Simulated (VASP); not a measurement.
Here is a VASP 6.6.1 calculation.

The input INCAR:

```
ALGO     = Normal         # electronic algorithm
EDIFF    = 1E-6           # SCF threshold, eV
ENCUT    = 500            # plane-wave cutoff, eV
GGA      = PE             # functional
GGA_COMPAT= False        
ISIF     = 2              # what is computed and relaxed
ISMEAR   = -1             # smearing method
LASPH    = True           # aspherical terms in the spheres
LCHARG   = False          # write CHGCAR
LREAL    = False          # projectors in reciprocal space
LWAVE    = False          # write WAVECAR
NBANDS   = 16             # bands
NELM     = 120            # most SCF steps
PREC     = Accurate       # precision mode
SIGMA    = 0.02           # smearing width, eV
```

Contents of KPOINTS:

```
k-points
0
Gamma
  12 12 8
```

The input POSCAR:

```
ZrB2
1.0
    3.1664731896      0.0000000000      0.0000000000
   -1.5832365948      2.7422462226      0.0000000000
    0.0000000000      0.0000000000      3.5529409645
Zr B
1 2
Direct
    0.0000000000      0.0000000000      0.0000000000
    0.3333333333      0.6666666667      0.5000000000
    0.6666666667      0.3333333333      0.5000000000
```

Potentials or basis: VASP PAW PBE potentials, release 64 (Zr_sv, B).

Launch:

```sh
$ cat potpaw_PBE.64/Zr_sv/POTCAR potpaw_PBE.64/B/POTCAR > POTCAR
$ mpirun -np 1 vasp_std > vasp.out
```

Task: What does it give for the pressure?

Result: 0.2 GPa.

Task: Estimate the band gap on the k mesh.

Result: Zero (band 9 reaches 11.12 eV, above the bottom of band 10 at 9.93 eV).

Stress tensor (GPa, compression positive):
```
 0.55  0.00  0.00
 0.00  0.55  0.00
 0.00  0.00 -0.55
```
